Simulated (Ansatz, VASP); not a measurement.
**Two plane-wave programs on LiCoPb4**

```
Li Co Pb
1.0
     0.00000    4.51996    4.51996
     4.51996    0.00000    4.51996
     4.51996    4.51996    0.00000
Li Co Pb
1 1 4
Direct
  0.00000 0.00000 0.00000
  0.25000 0.25000 0.25000
  0.62459 0.12624 0.62459
  0.62459 0.62459 0.12624
  0.62459 0.62459 0.62459
  0.12624 0.62459 0.62459
```

Alike in both runs: functional PBE; k mesh 4 × 4 × 4; occupations gaussian, width 0.1 eV; collinear spin.

Ansatz relaxed the structure, and its values are those at the end. VASP's run is a single point on that final structure, the one shown.

|  | VASP | Ansatz |
| --- | --- | --- |
| version | VASP 6.6.1 | Ansatz 0.2.0 |
| potentials or method | VASP PAW PBE potentials, release 64 (Li_sv, Co, Pb_d), cutoff 520 eV | scalar-relativistic, plane waves, PAW |
| valence electrons in the cell | 68 | 76 |

Ansatz gave:

| Item | Value |
| --- | --- |
| gap on the k mesh at the Fermi level (eV) | none |
| net moment per atom (μB) | 0.40 |
| size of the moment on the site where the two differ most (μB) | 2.19 |

What did VASP give for the same quantities?

gap on the k mesh at the Fermi level (eV): none; net moment per atom (μB): 0.28; size of the moment on the site where the two differ most (μB): 1.95.

The net moments are unlike, so the other rows may belong to different states. Site moments also hang on the region over which each program counts them. A gap of «none» marks a metal or a gap that the smearing closes. VASP's potentials hold 68 valence electrons a cell and Ansatz's 76, so a difference there can come from the potentials and not from the codes.

Neither program's run includes spin-orbit coupling. Noted on VASP's run: the cutoff is under 1.25 times that of the potentials, so the pressure is a little rough.
